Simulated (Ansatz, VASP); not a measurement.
One calculation of Sr, two programs

INCAR

```
SYSTEM = Sr
  PREC = Accurate
  ENCUT = 520
  EDIFF = 1E-7
  ISMEAR = 0
  SIGMA = 0.15
  LREAL = .FALSE.
  LASPH = .TRUE.
  NELM = 60
  ALGO = Fast
  ISIF = 2
  LWAVE = .FALSE.
  LCHARG = .FALSE.
  GGA = CA
  NBANDS = 17
```

KPOINTS

```
regular mesh
0
G
  12 12 8
  0 0 0
```

Contents of POSCAR:

```
Sr
1.0
    4.1024545175      0.0000000000      0.0000000000
   -2.0512272588      3.5528298300      0.0000000000
    0.0000000000      0.0000000000      6.7154259278
Sr
2
Direct
    0.2764649393      0.6666666667      0.2500000000
    0.7235350607      0.3333333333      0.7500000000
```

Input for Ansatz:

```yaml
crystal:
  lattice:
    - [4.1024545175, 0.0, 0.0]
    - [-2.0512272588, 3.55282983, 0.0]
    - [0.0, 0.0, 6.7154259278]
  atoms:
    - { symbol: Sr, position: [0.2764649393, 0.6666666667, 0.25] }
    - { symbol: Sr, position: [0.7235350607, 0.3333333333, 0.75] }
basis:
  ecutwfc: 420
kpoints:
  mp_grid: { grid: [12, 12, 8] }
hamiltonian:
  xc: lda
scf:
  occupations: { method: gaussian, width: 0.15 }
output:
  forces: true
  stress: true
  eigenvalues: true
```

Change from the starting cell: mode 4 frozen in at -0.233 Å, normal strain along x +0.0000.

Alike in both runs: task single point; functional LDA; k mesh 12 × 12 × 8; occupations gaussian, width 0.15 eV; no spin polarisation.

|  | VASP | Ansatz |
| --- | --- | --- |
| version | VASP 6.6.1 | Ansatz 0.2.0 |
| potentials or method | VASP PAW LDA potentials, release 64 (Sr_sv), cutoff 520 eV | scalar-relativistic, plane waves, PAW |
| valence electrons in the cell | 20 | 20 |

```tsv
	VASP	Ansatz	Ansatz less VASP
gap on the k mesh at the Fermi level (eV)	none	none	-
pressure (GPa)	-0.1	-0.1	+0.01
traceless stress, the component that is largest in VASP (GPa)	0.70	0.70	-0.006
rms of the force components (eV/Å)	0.091	0.091	0.0000
```

LDA's correlation is that of Perdew and Zunger in VASP and of Perdew and Wang (1992) in Ansatz. Atom by atom the forces differ by 0.000 eV/Å (rms over components). A gap of «none» marks a metal or a gap that the smearing closes.
